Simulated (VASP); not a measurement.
Set up this calculation in VASP 6.6.1, as the native input.

```
Task                   : single point
Functional             : PBE
Potentials or basis    : VASP PAW PBE potentials, release 64 (Tl_d, Cl)
Cutoff                 : 500 eV
k mesh                 : 5 × 5 × 5
Occupations            : gaussian, width 0.01 eV
Spin                   : no spin polarisation
Dipole correction      : no
Further INCAR settings : ALGO = Normal; EDIFF = 1e-06; NBANDS = 17
```

The structure of TlCl lies in POSCAR:

```
TlCl
1.0
    3.7996124974      0.0000000000      0.0000000000
    0.0000000000      3.7996124974      0.0000000000
    0.0000000000      0.0000000000      3.7996124974
Tl Cl
1 1
Direct
    0.0000000000      0.0000000000      0.0000000000
    0.5000000000      0.5000000000      0.5000000000
```

These files were run (other wordings do the same):

INCAR

```
PREC     = Accurate       # precision mode
ENCUT    = 500            # plane-wave cutoff, eV
EDIFF    = 1E-6           # SCF threshold, eV
ISMEAR   = 0              # smearing method
SIGMA    = 0.01           # smearing width, eV
LREAL    = F              # projectors in reciprocal space
LASPH    = T              # aspherical terms in the spheres
NELM     = 120            # most SCF steps
ALGO     = Normal         # electronic algorithm
ISIF     = 2              # what is computed and relaxed
LWAVE    = F              # write WAVECAR
LCHARG   = F              # write CHGCAR
GGA      = PE             # functional
NBANDS   = 17             # bands
GGA_COMPAT= F
```

KPOINTS

```
regular mesh
0
Gamma
  5 5 5
```

Potentials or basis: VASP PAW PBE potentials, release 64 (Tl_d, Cl).

The run is started by

```console
$ cat potpaw_PBE.64/Tl_d/POTCAR potpaw_PBE.64/Cl/POTCAR > POTCAR
$ mpirun -np 1 vasp_std > vasp.out
```

It gave:

```json
{"Pressure": "2.0 GPa", "Band gap on the k mesh": "2.90 eV, direct"}
```

Caveat: spin-orbit coupling is left out, which moves the levels of the heavy elements.

Run time: 4.3 s on 1 thread of AMD EPYC 9R45 96-Core Processor (Zen 5) (shared host), peak memory 0.12 GiB.
